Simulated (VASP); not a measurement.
# CaSe (Fm-3m) in VASP: notebook

Runs on CaSe. Level: LDA. Tasks: single point.

All numbers are computed with VASP 6.6.1; they aren't measurements. Logs are shortened: lines on timing, memory, paths and dates and some standing lists are left out, and cuts for length are marked.

**1. The cell of the first run**

Symmetry: Fm-3m, No. 225, cubic system. The conventional cell has a = 5.912 Å, b = 5.912 Å, c = 5.912 Å, α = 90.00°, β = 90.00°, γ = 90.00°. Se (site symmetry m-3m) has 6 Ca at 2.96 Å within 3.9 Å. Within 3.9 Å of Ca (site symmetry m-3m) lie 6 Se at 2.96 Å.

**2. Single point, LDA**

Contents of INCAR:

```
SYSTEM = CaSe
PREC = Accurate
ENCUT = 520
EDIFF = 1E-6
ISMEAR = -1
SIGMA = 0.05
LREAL = .FALSE.
LASPH = .TRUE.
NELM = 60
ALGO = Normal
ISIF = 2
LWAVE = .FALSE.
LCHARG = .FALSE.
GGA = CA
NBANDS = 15
```

Contents of KPOINTS:

```
Automatic mesh
0
G
  8 8 8
  0 0 0
```

Contents of POSCAR:

```
CaSe
1.0
    0.0000000000      2.9560000000      2.9560000000
    2.9560000000      0.0000000000      2.9560000000
    2.9560000000      2.9560000000      0.0000000000
Se Ca
1 1
Direct
    0.5000000000      0.5000000000      0.5000000000
    0.0000000000      0.0000000000      0.0000000000
```

Potentials or basis: VASP PAW LDA potentials, release 64 (Se, Ca_sv).

Command:

```sh
> cat potpaw_LDA.64/Se/POTCAR potpaw_LDA.64/Ca_sv/POTCAR > POTCAR
> mpirun -np 1 vasp_std > vasp.out
```

OUTCAR:

```text
SYSTEM = CaSe
   PREC = Accurate
   ENCUT = 520
   EDIFF = 1E-6
   ISMEAR = -1
   LREAL = .FALSE.
   LASPH = .TRUE.
   NELM = 60
   ISIF = 2
   GGA = CA

 ion  position               nearest neighbor table
   1  0.500  0.500  0.500-   2 2.96   2 2.96   2 2.96   2 2.96   2 2.96   2 2.96
   2  0.000  0.000  0.000-   1 2.96   1 2.96   1 2.96   1 2.96   1 2.96   1 2.96

  LATTYP: Found a face centered cubic cell.
 ALAT       =     5.9120000000

  Lattice vectors:

 A1 = (   0.0000000000,   2.9560000000,   2.9560000000)
 A2 = (   2.9560000000,   0.0000000000,   2.9560000000)
 A3 = (   2.9560000000,   2.9560000000,   0.0000000000)

Analysis of symmetry for initial positions (statically):
=====================================================================
 Subroutine PRICEL returns:
 Original cell was already a primitive cell.

 Routine SETGRP: Setting up the symmetry group for a
 face centered cubic supercell.

 Subroutine GETGRP returns: Found 48 space group operations
 (whereof 48 operations were pure point group operations)
 out of a pool of 48 trial point group operations.

The static configuration has the point symmetry O_h .

Analysis of symmetry for dynamics (positions and initial velocities):
=====================================================================
 Subroutine PRICEL returns:
 Original cell was already a primitive cell.

 Routine SETGRP: Setting up the symmetry group for a
 face centered cubic supercell.

 Subroutine GETGRP returns: Found 48 space group operations
 (whereof 48 operations were pure point group operations)
 out of a pool of 48 trial point group operations.

The dynamic configuration has the point symmetry O_h .

 Subroutine INISYM returns: Found 48 space group operations
 (whereof 48 operations are pure point group operations),
 and found     1 'primitive' translations

----------------------------------------------------------------------------------------

                                     Primitive cell

  volume of cell :      51.6587

  direct lattice vectors                    reciprocal lattice vectors
     0.000000000  2.956000000  2.956000000    -0.169147497  0.169147497  0.169147497
     2.956000000  0.000000000  2.956000000     0.169147497 -0.169147497  0.169147497
     2.956000000  2.956000000  0.000000000     0.169147497  0.169147497 -0.169147497

  length of vectors
     4.180415290  4.180415290  4.180415290     0.292972058  0.292972058  0.292972058

  position of ions in fractional coordinates (direct lattice)
     0.500000000  0.500000000  0.500000000
     0.000000000  0.000000000  0.000000000

  ion indices of the primitive-cell ions
   primitive index   ion index
                 1           1
                 2           2

----------------------------------------------------------------------------------------

 KPOINTS: Automatic mesh

Automatic generation of k-mesh.
 Grid dimensions read from file:
 generate k-points for:    8    8    8

 Generating k-lattice:

  Cartesian coordinates                     Fractional coordinates (reciprocal lattice)
    -0.021143437  0.021143437  0.021143437     0.125000000  0.000000000  0.000000000
     0.021143437 -0.021143437  0.021143437     0.000000000  0.125000000  0.000000000
     0.021143437  0.021143437 -0.021143437     0.000000000  0.000000000  0.125000000

  Length of vectors
     0.036621507  0.036621507  0.036621507

  Shift w.r.t. Gamma in fractional coordinates (k-lattice)
     0.000000000  0.000000000  0.000000000

 Subroutine IBZKPT returns following result:
 ===========================================

 Found     29 irreducible k-points:

 Following reciprocal coordinates:
            Coordinates               Weight
  0.000000  0.000000  0.000000      1.000000
  0.125000  0.000000  0.000000      8.000000
  0.250000  0.000000  0.000000      8.000000
  0.375000  0.000000  0.000000      8.000000
  0.500000  0.000000  0.000000      4.000000
  0.125000  0.125000  0.000000      6.000000
[... 16 lines left out ...]
  0.500000  0.250000  0.125000     48.000000
 -0.375000  0.250000  0.125000     24.000000
 [... further k-points ...]
   k-points           NKPTS =     29   k-points in BZ     NKDIM =     29   number of bands    NBANDS=     15
   number of dos      NEDOS =    301   number of ions     NIONS =      2
   total plane-waves  NPLWV =  32768
   dimension x,y,z NGX =    32 NGY =   32 NGZ =   32
   dimension x,y,z NGXF=    64 NGYF=   64 NGZF=   64
   ions per type =               1   1
   NGX,Y,Z   is equivalent  to a cutoff of  12.73, 12.73, 12.73 a.u.
   NGXF,Y,Z  is equivalent  to a cutoff of  25.45, 25.45, 25.45 a.u.
 SYSTEM =  CaSe
   PREC   = accura    normal or accurate (medium, high low for compatibility)
   ISTART =      0    job   : 0-new  1-cont  2-samecut
   ICHARG =      2    charge: 1-file 2-atom 10-const
   ISPIN  =      1    spin polarized calculation?
   LNONCOLLINEAR =      F non collinear calculations
   LSORBIT =      F    spin-orbit coupling
   LASPH  =      T    aspherical Exc in radial PAW
   ENCUT  =  520.0 eV  38.22 Ry    6.18 a.u.   7.77  7.77  7.77*2*pi/ulx,y,z
   NELM   =     60;   NELMIN=  2; NELMDL= -5     # of ELM steps
   EDIFF  = 0.1E-05   stopping-criterion for ELM
   LREAL  =      F    real-space projection
   EDIFFG = 0.1E-04   stopping-criterion for IOM
   NSW    =      0    number of steps for IOM
   IBRION =     -1    ionic relax: 0-MD 1-quasi-New 2-CG
   NFREE  =      0    steps in history (QN), initial steepest desc. (CG)
   ISIF   =      2    stress and relaxation
   ISYM   =      2    0-nonsym 1-usesym 2-fastsym
   POTIM  = 0.5000    time-step for ionic-motion
   TEBEG  =    0.0;   TEEND  =   0.0 temperature during run
   PSTRESS=    0.0 pullay stress
   NELECT =      16.0000    total number of electrons
   NUPDOWN=      -1.0000    fix difference up-down
   EMIN   =  10.00;   EMAX   =-10.00  energy-range for DOS
   EFERMI =   0.00;   METHOD = LEGACY
   ISMEAR =    -1;   SIGMA  =   0.05  broadening in eV -4-tet -1-fermi 0-gaus
   EFERMI_NEDOS =   21; number of points for ismear=-14 and -15
   IALGO  =     38    algorithm
   IMIX   =      4    mixing-type and parameters
     AMIX     =   0.40;   BMIX     =  1.00
     AMIX_MAG =   1.60;   BMIX_MAG =  1.00
  volume/ion in A,a.u.               =      25.83       174.30
  Fermi-wavevector in a.u.,A,eV,Ry     =   1.107645  2.093145 16.692666  1.226876
  Thomas-Fermi vector in A             =   2.244161
   LORBIT       =      0    0 simple, 1 ext, 2 COOP (PROOUT), +10 PAW based schemes
   GGA     = CA    functional components
   LHFCALC =     F    Hartree Fock is set to
   AEXX    =    0.0000 exact exchange contribution
   IVDW    =     0    specifies the selected vdW correction
   LEPSILON=     F    determine dielectric tensor
   LRPA    =     F    only Hartree local field effects (RPA)
 non-spin polarized calculation
  energy-cutoff  :      520.00
  volume of cell :       51.66
 maximum number of plane-waves:      1411
   NGX = 15   NGY = 15   NGZ = 15

 number of electron      15.9999999 magnetization

 Free energy of the ion-electron system (eV)
  ---------------------------------------------------
  ext. energy  EPLUGINS =         0.00000000
  ---------------------------------------------------
  free energy    TOTEN  =       -10.55719629 eV

  energy without entropy =      -10.55719629  energy(sigma->0) =      -10.55719629

 E-fermi :   3.2822     XC(G=0):  -9.5036

 val. band max:        2.3599861649   @ k =   0.0000   0.0000   0.0000
 cond. band min:       4.2197351437   @ k =   0.5000   0.5000   0.0000
 fundamental gap:      1.8597489788
 Fermi energy:         3.2822328149

 k-point     1 :       0.0000    0.0000    0.0000
  band No.  band energies     occupation
      1     -36.9121      2.00000
      2     -18.2033      2.00000
      3     -18.2033      2.00000
      4     -18.2033      2.00000
      5      -9.4845      2.00000
      6       2.3600      2.00000
      7       2.3600      2.00000
      8       2.3600      2.00000
      9       5.4737      0.00000
     10       5.9048      0.00000
     11       5.9048      0.00000
     12       5.9048      0.00000
     13       6.5157      0.00000
     14       6.5157      0.00000
     15      11.9342      0.00000

 k-point     2 :       0.1250    0.0000    0.0000
  band No.  band energies     occupation
      1     -36.9110      2.00000
      2     -18.2218      2.00000
      3     -18.2045      2.00000
      4     -18.2045      2.00000
      5      -9.3899      2.00000
      6       1.5603      2.00000
      7       2.1100      2.00000
      8       2.1100      2.00000
      9       5.7892      0.00000
     10       6.1193      0.00000
     11       6.1193      0.00000
     12       6.5044      0.00000
     13       6.9302      0.00000
     14       6.9302      0.00000
     15      12.1299      0.00000

 k-point     3 :       0.2500    0.0000    0.0000
  band No.  band energies     occupation
      1     -36.9084      2.00000
      2     -18.2659      2.00000
      3     -18.2075      2.00000
      4     -18.2075      2.00000
      5      -9.1499      2.00000
      6       0.3014      2.00000
      7       1.6351      2.00000
      8       1.6351      2.00000
      9       5.9179      0.00000
     10       6.6404      0.00000
     11       6.6404      0.00000
     12       7.9345      0.00000
     13       7.9365      0.00000
     14       7.9365      0.00000
     15      11.6554      0.00000

 k-point     4 :       0.3750    0.0000    0.0000
  band No.  band energies     occupation
      1     -36.9057      2.00000
      2     -18.3090      2.00000
      3     -18.2105      2.00000
      4     -18.2105      2.00000
      5      -8.8897      2.00000
      6      -0.6420      2.00000
      7       1.2627      2.00000
      8       1.2627      2.00000
      9       6.3047      0.00000
     10       7.3186      0.00000
     11       7.3186      0.00000
     12       8.2009      0.00000
     13       9.0464      0.00000
     14       9.0464      0.00000
     15      11.2839      0.00000
[... 307 lines left out ...]
 k-point    22 :       0.3750    0.2500    0.1250
  band No.  band energies     occupation
      1     -36.9064      2.00000
      2     -18.2723      2.00000
      3     -18.2274      2.00000
      4     -18.2128      2.00000
      5      -9.0295      2.00000
      6      -0.0103      2.00000
      7       1.3779      2.00000
      8       1.4306      2.00000
      9       5.6249      0.00000
     10       6.8882      0.00000
     11       7.3816      0.00000
     12       7.4038      0.00000
     13       8.0668      0.00000
     14       9.8334      0.00000
     15      10.8539      0.00000

 k-point    23 :       0.5000    0.2500    0.1250
  band No.  band energies     occupation
      1     -36.9043      2.00000
      2     -18.2940      2.00000
      3     -18.2367      2.00000
      4     -18.2180      2.00000
      5      -8.8635      2.00000
      6      -0.3853      2.00000
      7       0.8936      2.00000
      8       1.1841      2.00000
      9       6.0968      0.00000
     10       7.4267      0.00000
     11       7.7171      0.00000
     12       7.8876      0.00000
     13       8.3705      0.00000
     14      10.0085      0.00000
     15      10.2892      0.00000

 k-point    24 :      -0.3750    0.2500    0.1250
  band No.  band energies     occupation
      1     -36.9034      2.00000
      2     -18.3034      2.00000
      3     -18.2386      2.00000
      4     -18.2214      2.00000
      5      -8.7924      2.00000
      6      -0.5268      2.00000
      7       0.6984      2.00000
      8       1.0927      2.00000
      9       6.6904      0.00000
     10       6.9658      0.00000
     11       7.9345      0.00000
     12       8.2306      0.00000
     13       8.5944      0.00000
     14       9.4866      0.00000
     15      10.8532      0.00000

 [... further k-points ...]
[... 5 lines left out ...]
  --------------------------------------------------------------------------------------
  -------------------------------------------------------------------------------------
  Total       -0.9327536     -0.9327536     -0.9327536      0.0000000      0.0000000      0.0000000
  in kB      -28.9290553    -28.9290553    -28.9290553      0.0000000      0.0000000      0.0000000
  external PRESSURE =     -28.9290553 kB  Pullay stress =       0.0000000 kB

 VOLUME and BASIS-vectors are now :
 -----------------------------------------------------------------------------
  energy-cutoff  :      520.00
  volume of cell :       51.66
      direct lattice vectors                 reciprocal lattice vectors
     0.000000000  2.956000000  2.956000000    -0.169147497  0.169147497  0.169147497
     2.956000000  0.000000000  2.956000000     0.169147497 -0.169147497  0.169147497
     2.956000000  2.956000000  0.000000000     0.169147497  0.169147497 -0.169147497

 POSITION                                       TOTAL-FORCE (eV/Angst)
 -----------------------------------------------------------------------------------
      2.95600      2.95600      2.95600        -0.000000     -0.000000      0.000000
      0.00000      0.00000      0.00000         0.000000      0.000000      0.000000
 -----------------------------------------------------------------------------------
    total drift:                                0.000000     -0.000000     -0.000000

  FREE ENERGIE OF THE ION-ELECTRON SYSTEM (eV)
  ---------------------------------------------------
  free  energy   TOTEN  =       -10.5571962910 eV

  energy  without entropy=      -10.5571962908  energy(sigma->0) =      -10.55719629
```

Wall time 19 s (1 thread of Intel Xeon 8259CL, shared host); peak memory 0.16 GiB.

What came out:

```yaml
Free_energy: -10.5572 eV
Pressure: -2.9 GPa
Band_gap_on_the_k_mesh: 1.86 eV (least direct gap 2.80 eV)
```

Levels at points of the mesh, in eV from the valence-band top:
```csv
k point,band 6,band 7,band 8,band 9,band 10,band 11
"(0.00, 0.00, 0.00)",0.00,0.00,0.00,3.11,3.54,3.54
"(0.50, 0.00, 0.00)",-3.35,-1.23,-1.23,4.37,5.33,5.35
"(0.50, 0.50, 0.00)",-2.55,-0.94,-0.94,1.86,4.85,4.93
```

A k mesh can miss the band edges. LDA gaps usually lie below the measured ones, often by a third to a half.

(Part 1 of 2 ends here.)
